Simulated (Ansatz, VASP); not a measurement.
## GaN: VASP beside Ansatz

```
Ga N
1.0
     0.00000    2.34364    2.16336
     2.34364    0.00000    2.16336
     2.34364    2.34364    0.00000
Ga N
1 1
Cartesian
  0.0000 0.0000 0.0000
  3.5155 3.5155 3.2450
```

Change from the starting cell: strain +0.040 along x and y, -0.040 along z, atoms carried along.

Alike in both runs: task single point; functional r2SCAN; k mesh 10 × 10 × 10; occupations gaussian, width 0.05 eV; no spin polarisation.

```csv
,VASP,Ansatz
version,VASP 6.6.1,Ansatz 0.2.0
potentials or method,"VASP PAW PBE potentials, release 64 (Ga_d, N), cutoff 520 eV","scalar-relativistic, plane waves, PAW"
valence electrons in the cell,18,18
```

Ansatz gave:

```
gap on the k mesh at the Fermi level (eV)                     : 1.65
least direct gap on the mesh (eV)                             : 1.65
pressure (GPa)                                                : -8.2
traceless stress, the component that is largest in VASP (GPa) : 6.05
```

Q: Which values does VASP return?

A: gap on the k mesh at the Fermi level (eV): 1.64; least direct gap on the mesh (eV): 1.64; pressure (GPa): -7.3; traceless stress, the component that is largest in VASP (GPa): 5.95.

VASP's potentials were made for PBE, not for r2SCAN. With one functional, cell and mesh, what is left measures potentials, basis and numerics.
